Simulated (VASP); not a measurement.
# LiF (Imm2) in VASP: a series of runs

LiF is run at these levels: r2SCAN; tasks: single point.

Everything below comes from runs of VASP 6.6.1. Logs are shortened: lines on timing, memory, paths and dates and some standing lists are left out, and cuts for length are marked.

### 1 The cell of the first run

Symmetry: Imm2, No. 44, orthorhombic system. Conventional cell: a = 2.848 Å, b = 4.028 Å, c = 2.848 Å, α = 90.00°, β = 90.00°, γ = 90.00°. Within 2.6 Å of Li (site symmetry mm2) lie 6 F at 1.97 to 2.06 Å. Within 2.6 Å of F (site symmetry mm2) lie 6 Li at 1.97 to 2.06 Å.

### 2 Single point, r2SCAN

Contents of POSCAR:

```
LiF
1.0
    0.0000000000      2.0140000000      2.0140000000
    2.0140000000      0.0000000000      2.0140000000
    2.0140000000      2.0140000000      0.0000000000
Li F
1 1
Direct
   -0.0219434825      0.0000000000      0.0000000000
    0.5000000000      0.5000000000      0.5000000000
```

Contents of INCAR.step1:

```
SYSTEM = LiF
ALGO = Normal ; EDIFF = 1E-4
ENCUT = 520 ; GGA = PE
ISMEAR = 0 ; LASPH = .True.
LCHARG = .False. ; LREAL = .False.
LWAVE = .True. ; NBANDS = 12
NELM = 60 ; PREC = Accurate
SIGMA = 0.05
```

Contents of INCAR.step2:

```
SYSTEM = LiF
ALGO = Normal ; EDIFF = 1E-6
ENCUT = 520 ; ISIF = 2
ISMEAR = 0 ; ISTART = 1
LASPH = .True. ; LCHARG = .False.
LMIXTAU = .True. ; LREAL = .False.
LWAVE = .False. ; METAGGA = R2SCAN
NBANDS = 12 ; NELM = 60
PREC = Accurate ; SIGMA = 0.05
```

Contents of KPOINTS:

```
k-points
0
Gamma
  10 10 10
  0 0 0
```

Potentials or basis: VASP PAW PBE potentials, release 64 (Li_sv, F).

Run with:

```sh
$ cat potpaw_PBE.64/Li_sv/POTCAR potpaw_PBE.64/F/POTCAR > POTCAR
$ cp INCAR.step1 INCAR
$ mpirun -np 1 vasp_std > vasp.out
$ cp INCAR.step2 INCAR
$ mpirun -np 1 vasp_std > vasp.out
```

OUTCAR:

```text
SYSTEM = LiF
   EDIFF = 1E-6
   ENCUT = 520
   ISIF = 2
   ISMEAR = 0
   ISTART = 1
   LASPH = .True.
   LREAL = .False.
   METAGGA = R2SCAN
   NELM = 60
   PREC = Accurate

 ion  position               nearest neighbor table
   1  0.978  0.000  0.000-   2 1.97   2 1.97   2 2.01   2 2.01   2 2.06   2 2.06
   2  0.500  0.500  0.500-   1 1.97   1 1.97   1 2.01   1 2.01   1 2.06   1 2.06

  LATTYP: Found a face centered cubic cell.
 ALAT       =     4.0280000000

  Lattice vectors:

 A1 = (   0.0000000000,   2.0140000000,   2.0140000000)
 A2 = (   2.0140000000,   0.0000000000,   2.0140000000)
 A3 = (   2.0140000000,   2.0140000000,   0.0000000000)

Analysis of symmetry for initial positions (statically):
=====================================================================
 Subroutine PRICEL returns:
 Original cell was already a primitive cell.

 Routine SETGRP: Setting up the symmetry group for a
 face centered cubic supercell.

 Subroutine GETGRP returns: Found  4 space group operations
 (whereof  4 operations were pure point group operations)
 out of a pool of 48 trial point group operations.

The static configuration has the point symmetry C_2v.

Analysis of symmetry for dynamics (positions and initial velocities):
=====================================================================
 Subroutine PRICEL returns:
 Original cell was already a primitive cell.

 Routine SETGRP: Setting up the symmetry group for a
 face centered cubic supercell.

 Subroutine GETGRP returns: Found  4 space group operations
 (whereof  4 operations were pure point group operations)
 out of a pool of 48 trial point group operations.

The dynamic configuration has the point symmetry C_2v.

 Subroutine INISYM returns: Found  4 space group operations
 (whereof  4 operations are pure point group operations),
 and found     1 'primitive' translations

----------------------------------------------------------------------------------------

                                     Primitive cell

  volume of cell :      16.3384

  direct lattice vectors                    reciprocal lattice vectors
     0.000000000  2.014000000  2.014000000    -0.248262165  0.248262165  0.248262165
     2.014000000  0.000000000  2.014000000     0.248262165 -0.248262165  0.248262165
     2.014000000  2.014000000  0.000000000     0.248262165  0.248262165 -0.248262165

  length of vectors
     2.848226115  2.848226115  2.848226115     0.430002683  0.430002683  0.430002683

  position of ions in fractional coordinates (direct lattice)
     0.978056518  0.000000000  0.000000000
     0.500000000  0.500000000  0.500000000

  ion indices of the primitive-cell ions
   primitive index   ion index
[... 82 lines left out ...]
   POTIM  = 0.5000    time-step for ionic-motion
   TEBEG  =    0.0;   TEEND  =   0.0 temperature during run
   PSTRESS=    0.0 pullay stress
   NELECT =      10.0000    total number of electrons
   NUPDOWN=      -1.0000    fix difference up-down
   EMIN   =  10.00;   EMAX   =-10.00  energy-range for DOS
   EFERMI =   0.00;   METHOD = LEGACY
   ISMEAR =     0;   SIGMA  =   0.05  broadening in eV -4-tet -1-fermi 0-gaus
   EFERMI_NEDOS =   21; number of points for ismear=-14 and -15
   IALGO  =     38    algorithm
   IMIX   =      4    mixing-type and parameters
     AMIX     =   0.40;   BMIX     =  1.00
     AMIX_MAG =   1.60;   BMIX_MAG =  1.00
  volume/ion in A,a.u.               =       8.17        55.13
  Fermi-wavevector in a.u.,A,eV,Ry     =   1.389970  2.626662 26.286674  1.932016
  Thomas-Fermi vector in A             =   2.513950
   LORBIT       =      0    0 simple, 1 ext, 2 COOP (PROOUT), +10 PAW based schemes
   METAGGA = R2SCAN    functional components
   LHFCALC =     F    Hartree Fock is set to
   AEXX    =    0.0000 exact exchange contribution
   IVDW    =     0    specifies the selected vdW correction
   LEPSILON=     F    determine dielectric tensor
   LRPA    =     F    only Hartree local field effects (RPA)
 non-spin polarized calculation
 Gauss-broadening in eV      SIGMA  =   0.05
  energy-cutoff  :      520.00
  volume of cell :       16.34
 maximum number of plane-waves:       459
 NGX is ok and might be reduce to    24
   NGX = 11   NGY = 11   NGZ = 11

 number of electron       9.9999992 magnetization

 Free energy of the ion-electron system (eV)
  ---------------------------------------------------
  ext. energy  EPLUGINS =         0.00000000
  ---------------------------------------------------
  free energy    TOTEN  =       -11.89562728 eV

  energy without entropy =      -11.89562728  energy(sigma->0) =      -11.89562728

 E-fermi :  -1.2704     XC(G=0): -10.5430

 val. band max:       -1.6391000694   @ k =   0.0000   0.0000   0.0000
 cond. band min:       8.6170593873   @ k =   0.0000   0.0000   0.0000
 fundamental gap:     10.2561594567
 Fermi energy:        -1.2703695459

 k-point     1 :       0.0000    0.0000    0.0000
  band No.  band energies     occupation
      1     -43.7047      2.00000
      2     -22.7376      2.00000
      3      -1.6467      2.00000
      4      -1.6395      2.00000
      5      -1.6391      2.00000
      6       8.6171      0.00000
      7      23.6507      0.00000
      8      23.6524      0.00000
      9      23.8402      0.00000
     10      24.4385      0.00000
     11      24.6348      0.00000
     12      24.6504      0.00000
[... 331 lines left out ...]
 k-point    24 :       0.1000    0.0000    0.4000
  band No.  band energies     occupation
      1     -43.6543      2.00000
      2     -22.3670      2.00000
      3      -3.7537      2.00000
      4      -2.0107      2.00000
      5      -1.9800      2.00000
      6      10.5967      0.00000
      7      16.3262      0.00000
      8      19.2202      0.00000
      9      19.5134      0.00000
     10      26.5988      0.00000
     11      30.7778      0.00000
     12      30.8438      0.00000

 [... further k-points ...]
[... 5 lines left out ...]
  --------------------------------------------------------------------------------------
  -------------------------------------------------------------------------------------
  Total       -0.3064235     -0.2699318     -0.2699318      0.0000000     -0.0050320      0.0000000
  in kB      -30.0486032    -26.4701421    -26.4701421      0.0000000     -0.4934482      0.0000000
  external PRESSURE =     -27.6629624 kB  Pullay stress =       0.0000000 kB

 VOLUME and BASIS-vectors are now :
 -----------------------------------------------------------------------------
  energy-cutoff  :      520.00
  volume of cell :       16.34
      direct lattice vectors                 reciprocal lattice vectors
     0.000000000  2.014000000  2.014000000    -0.248262165  0.248262165  0.248262165
     2.014000000  0.000000000  2.014000000     0.248262165 -0.248262165  0.248262165
     2.014000000  2.014000000  0.000000000     0.248262165  0.248262165 -0.248262165

 POSITION                                       TOTAL-FORCE (eV/Angst)
 -----------------------------------------------------------------------------------
      0.00000      1.96981      1.96981         0.000000      0.074776      0.074776
      2.01400      2.01400      2.01400         0.000000     -0.074776     -0.074776
 -----------------------------------------------------------------------------------
    total drift:                               -0.000000     -0.008670     -0.008670

  FREE ENERGIE OF THE ION-ELECTRON SYSTEM (eV)
  ---------------------------------------------------
  free  energy   TOTEN  =       -11.8956272773 eV

  energy  without entropy=      -11.8956272773  energy(sigma->0) =      -11.89562728
```

OSZICAR.step1:

```text
N       E                     dE             d eps       ncg     rms          rms(c)
DAV:   1     0.320392622856E+02    0.32039E+02   -0.53489E+03  4244   0.838E+02
DAV:   2    -0.900704456956E+01   -0.41046E+02   -0.40152E+02  4952   0.188E+02
DAV:   3    -0.101357843302E+02   -0.11287E+01   -0.11258E+01  5448   0.274E+01
DAV:   4    -0.101465503934E+02   -0.10766E-01   -0.10766E-01  4640   0.286E+00
DAV:   5    -0.101466761492E+02   -0.12576E-03   -0.12576E-03  5424   0.228E-01    0.455E+00
DAV:   6    -0.962292367361E+01    0.52375E+00   -0.25077E+00  4596   0.982E+00    0.139E+00
DAV:   7    -0.962731895675E+01   -0.43953E-02   -0.18691E-02  5412   0.120E+00    0.861E-01
DAV:   8    -0.963415970051E+01   -0.68407E-02   -0.15115E-02  4840   0.128E+00    0.111E-01
DAV:   9    -0.963418203190E+01   -0.22331E-04   -0.97345E-04  4776   0.281E-01
   1 F= -.96341820E+01 E0= -.96341820E+01  d E =-.615254E-33
```

Wall time 69 s (1 thread of Intel Xeon Platinum 8559C (Emerald Rapids), shared host); peak memory 0.15 GiB.

What came out:

- Free energy: -11.8956 eV
- Largest force: 0.106 eV/Å
- Band gap on the k mesh: 10.26 eV

Forces in eV/Å, atoms in the order of the input:
```
Li   0.000  0.075  0.075
F    0.000 -0.075 -0.075
```

Caveat: the cell differs from its parent crystal (all Li atoms moved +0.062 Å, as atom 1 towards its neighbour atom 1 (Li) at 2.848 Å); the cutoff is under 1.25 times the usual one of these potentials, so pressure, stress and relaxed cells hold a basis-set (Pulay) error; the PAW data sets were made with another functional, which shifts forces and pressure a little. A k mesh can miss the band edges.

### 3 Single point, r2SCAN

Edit POSCAR of step 2 so:

```diff
@@ -8,3 +8,3 @@
 Direct
-   -0.0219434825      0.0000000000      0.0000000000
+   -0.0131660895      0.0000000000      0.0000000000
     0.5000000000      0.5000000000      0.5000000000
```

Contents of INCAR.step1:

```
PREC = Accurate ; ENCUT = 520
ISMEAR = 0 ; SIGMA = 0.05
LREAL = F ; LASPH = T
NELM = 100 ; NBANDS = 12
GGA = PE ; ALGO = Normal
EDIFF = 1E-4 ; LWAVE = T
LCHARG = F
```

Contents of INCAR.step2:

```
PREC = Accurate ; ENCUT = 520
EDIFF = 1E-7 ; ISMEAR = 0
SIGMA = 0.05 ; LREAL = F
LASPH = T ; NELM = 100
ALGO = Normal ; ISIF = 2
LWAVE = F ; LCHARG = F
METAGGA = R2SCAN ; LMIXTAU = T
NBANDS = 12 ; ISTART = 1
```

Contents of KPOINTS:

```
Automatic mesh
0
Gamma
  10 10 10
```

Potentials or basis: VASP PAW PBE potentials, release 64 (Li_sv, F).

Run with:

```sh
$ cat potpaw_PBE.64/Li_sv/POTCAR potpaw_PBE.64/F/POTCAR > POTCAR
$ cp INCAR.step1 INCAR
$ mpirun -np 1 vasp_std > vasp.out
$ cp INCAR.step2 INCAR
$ mpirun -np 1 vasp_std > vasp.out
```

Run time: 86 s. Hardware: 1 thread of Intel Xeon Platinum 8559C (Emerald Rapids), shared host; peak memory 0.16 GiB.

It converged, with:

| Item | Value |
| --- | --- |
| Free energy | -11.8980 eV |
| Largest force | 0.060 eV/Å |
| Band gap on the k mesh | 10.26 eV |

Forces in eV/Å, atoms in the order of the input:
```
Li   0.000  0.042  0.042
F    0.000 -0.042 -0.042
```

Levels at points of the mesh, in eV from the valence-band top:
```
           k point  band 2  band 3  band 4  band 5  band 6  band 7  band 8  band 9
(0.00, 0.00, 0.00)  -21.10    0.00    0.00    0.00   10.26   25.40   25.40   25.48
(0.50, 0.00, 0.00)  -20.68   -2.49   -0.24   -0.24   11.83   18.13   20.44   20.44
(0.00, 0.50, 0.00)  -20.68   -2.49   -0.24   -0.24   11.83   18.12   20.44   20.46
(0.50, 0.50, 0.00)  -20.43   -3.00   -1.01   -1.01   16.05   17.44   19.09   21.92
(0.00, 0.50, 0.50)  -20.43   -3.00   -1.01   -1.01   16.06   17.43   19.06   21.92
```

Caveat: the cell differs from its parent crystal (all Li atoms moved +0.037 Å, as atom 1 towards its neighbour atom 1 (Li) at 2.848 Å); the cutoff is under 1.25 times the usual one of these potentials, so pressure, stress and relaxed cells hold a basis-set (Pulay) error; the PAW data sets were made with another functional, which shifts forces and pressure a little. A k mesh can miss the band edges.

### 4 Single point, r2SCAN

Edit POSCAR of step 3 so:

```diff
@@ -8,3 +8,3 @@
 Direct
-   -0.0131660895      0.0000000000      0.0000000000
+   -0.0043886965      0.0000000000      0.0000000000
     0.5000000000      0.5000000000      0.5000000000
```

Contents of INCAR.step1:

```
SYSTEM = LiF
PREC = Accurate ; ENCUT = 520
ISMEAR = 0 ; SIGMA = 0.05
LREAL = .FALSE. ; LASPH = .TRUE.
NELM = 100 ; NBANDS = 12
GGA = PE ; ALGO = Normal
EDIFF = 1E-4 ; LWAVE = .TRUE.
LCHARG = .FALSE.
```

Contents of INCAR.step2:

```
SYSTEM = LiF
PREC = Accurate ; ENCUT = 520
EDIFF = 1E-7 ; ISMEAR = 0
SIGMA = 0.05 ; LREAL = .FALSE.
LASPH = .TRUE. ; NELM = 100
ALGO = Normal ; ISIF = 2
LWAVE = .FALSE. ; LCHARG = .TRUE.
METAGGA = R2SCAN ; LMIXTAU = .TRUE.
LELF = .TRUE. ; LVHAR = .TRUE.
NBANDS = 12 ; ISTART = 1
```

Contents of KPOINTS:

```
regular mesh
0
G
  10 10 10
  0 0 0
```

Run with:

```sh
$ cat potpaw_PBE.64/Li_sv/POTCAR potpaw_PBE.64/F/POTCAR > POTCAR
$ cp INCAR.step1 INCAR
$ mpirun -np 1 vasp_std > vasp.out
$ cp INCAR.step2 INCAR
$ mpirun -np 1 vasp_std > vasp.out
```

It took 67 s on 1 thread of Intel Xeon Platinum 8559C (Emerald Rapids), shared host; peak memory 0.15 GiB.

It converged, with:

| Item | Value |
| --- | --- |
| Free energy | -11.8990 eV |
| Largest force | 0.030 eV/Å |
| Band gap on the k mesh | 10.26 eV |

Forces on the atoms (eV/Å):
```
Li   0.000  0.021  0.021
F    0.000 -0.021 -0.021
```

Levels at points of the mesh, in eV from the valence-band top:
```
           k point  band 3  band 4  band 5  band 6  band 7  band 8
(0.00, 0.00, 0.00)    0.00    0.00    0.00   10.26   25.47   25.47
(0.50, 0.00, 0.00)   -2.49   -0.24   -0.24   11.83   18.13   20.43
(0.00, 0.50, 0.00)   -2.49   -0.24   -0.24   11.83   18.13   20.44
(0.50, 0.50, 0.00)   -3.00   -1.01   -1.01   16.06   17.44   19.11
(0.00, 0.50, 0.50)   -3.00   -1.01   -1.01   16.06   17.44   19.10
```

Caveat: the cell differs from its parent crystal (all Li atoms moved +0.013 Å, as atom 1 towards its neighbour atom 1 (Li) at 2.848 Å); the cutoff is under 1.25 times the usual one of these potentials, so pressure, stress and relaxed cells hold a basis-set (Pulay) error; the PAW data sets were made with another functional, which shifts forces and pressure a little. A k mesh can miss the band edges.

### 5 Summary

```csv
cell,gap on the mesh (eV),largest force (eV/Å)
"as given, atomic positions A",10.26,0.11
"as given, atomic positions B",10.26,0.06
"as given, atomic positions C",10.26,0.03
```

Alike in all rows: task single point; level r2SCAN; potentials or basis VASP PAW PBE potentials, release 64 (Li_sv, F); no spin polarisation; k mesh 10 × 10 × 10; cutoff (eV) 520; smearing gaussian 0.05 eV.

Caveats: the cutoff is under 1.25 times the usual one of these potentials, so pressure, stress and relaxed cells hold a basis-set (Pulay) error; the PAW data sets were made with another functional, which shifts forces and pressure a little.

Total energies depend on the potentials used, so only differences within one code and one set of settings carry meaning.
